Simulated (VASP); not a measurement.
InP: relaxation of cell and atoms with PBE

Crystal: InP.

```
In P
1.0
     0.00000    2.97964    2.97964
     2.97964    0.00000    2.97964
     2.97964    2.97964    0.00000
In P
1 1
Direct
  0.00000 0.00000 0.00000
  0.75000 0.75000 0.75000
```

```yaml
Program: VASP 6.6.1
Task: relaxation of cell and atoms
Functional: PBE
Potentials_or_basis: VASP PAW PBE potentials, release 64 (In_d, P)
Cutoff: 600 eV
k_mesh: 10 × 10 × 10
Occupations: gaussian, width 0.01 eV
Spin: no spin polarisation
Target_pressure: 9 GPa
Dipole_correction: no
Further_INCAR_settings: ALGO = Normal; EDIFF = 1e-06; IBRION = 2; EDIFFG = -0.001; NSW = 80; ISIF = 3
```

```json
{
 "Relaxed volume": "23.56 Å³/atom",
 "Relaxed cell": "a = 4.054 Å, b = 4.054 Å, c = 4.054 Å, α = 60.00°, β = 60.00°, γ = 60.00°",
 "Space group after relaxing (to 0.05 Å)": "F-43m (No. 216)",
 "Energy change on relaxing (the enthalpy is what falls)": "+72.9 meV/atom",
 "Ionic steps": "5",
 "Pressure after relaxing": "9.0 GPa",
 "Band gap on the k mesh": "1.07 eV, direct"
}
```

The path:
```
step  energy change (eV)  largest force (eV/Å)  pressure (GPa)  volume (Å³)
   1              0.0000                0.0000           -0.02        52.91
   2              0.5966                0.0000           22.16        42.30
   3              0.1402                0.0000            8.75        47.22
   4              0.1463                0.0000            9.01        47.11
   5              0.1457                0.0000            9.00        47.12
```

Final structure:
```xyz
2
Lattice="0.0000 2.8667 2.8667 2.8667 0.0000 2.8667 2.8667 2.8667 0.0000" Properties=species:S:1:pos:R:3 pbc="T T T"
In    0.0000    0.0000    0.0000
P     4.3001    4.3001    4.3001
```

Levels at points of the mesh, in eV from the valence-band top:
```tsv
k point	band 5	band 6	band 7	band 8	band 9	band 10	band 11	band 12	band 13
(0.00, 0.00, 0.00)	-14.15	-11.99	0.00	0.00	0.00	1.07	4.08	4.08	4.08
(0.50, 0.00, 0.00)	-14.13	-10.04	-6.10	-1.07	-1.07	1.66	4.81	4.81	7.22
(0.50, 0.50, 0.00)	-14.11	-9.31	-6.05	-2.55	-2.55	1.64	2.25	9.64	10.04
```

It took 5.7 min on 1 thread of AMD EPYC 7R13, on a shared host, peak memory 0.2 GiB.

Caveat: the cell is relaxed towards a set pressure, so the enthalpy falls and the energy may rise; spin-orbit coupling is left out, which moves the levels of the heavy elements. A hybrid or GW would open this gap; PBE tends to underestimate it.
